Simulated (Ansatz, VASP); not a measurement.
# Ti: VASP beside Ansatz

```xyz
1
Lattice="0.0000 2.0834 2.0834 2.0834 0.0000 2.0834 2.0834 2.0834 0.0000" Properties=species:S:1:pos:R:3 pbc="T T T"
Ti    0.0000    0.0000    0.0000
```

Alike in both runs: task single point; functional r2SCAN; k mesh 15 × 15 × 15; occupations fermi-dirac, width 0.1 eV; no spin polarisation.

|  | VASP | Ansatz |
| --- | --- | --- |
| version | VASP 6.6.1 | Ansatz 0.2.0 |
| potentials or method | VASP PAW PBE potentials, release 64 (Ti_sv), cutoff 520 eV | plane waves (500 eV) with PAW, scalar-relativistic |
| valence electrons in the cell | 12 | 12 |

Ansatz gave:

* pressure (GPa): -4.1

Question: What did VASP give for the same quantities?

Answer: Pressure (GPa): -3.8.

VASP's potentials were made for PBE, not for r2SCAN.
